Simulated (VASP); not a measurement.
BN (zinc blende): vibrations by perturbation theory with PBEsol

BN (zinc blende):

```
B N
1.0
     0.00000    1.82550    1.82550
     1.82550    0.00000    1.82550
     1.82550    1.82550    0.00000
B N
1 1
Direct
  0.00000 0.00000 0.00000
  0.25000 0.25000 0.25000
```

| Property | Result |
| --- | --- |
| Program | VASP 6.6.1 |
| Task | vibrations by perturbation theory |
| Functional | PBEsol |
| Potentials or basis | VASP PAW PBE potentials, release 64 (B, N) |
| Cutoff | 600 eV |
| k mesh | 10 × 10 × 10 |
| Occupations | gaussian, width 0.01 eV |
| Spin | no spin polarisation |
| Dipole correction | no |
| Further INCAR settings | ALGO = Normal; EDIFF = 1e-08; IBRION = 8; NSW = 1 |

```json
{
 "Highest phonon frequency at Γ, LO-TO splitting left out": "1003 cm⁻¹"
}
```

Phonon frequencies in cm⁻¹ (negative: imaginary):
| q point | frequencies |
| --- | --- |
| (0.000, 0.000, 0.000) | 0 0 0 1003 1003 1003 |

It took 38 s on 1 thread of Intel Xeon 6975P-C (shared host), peak memory 0.18 GiB.

Caveat: the cell wasn't relaxed at this level first, which shifts response properties.
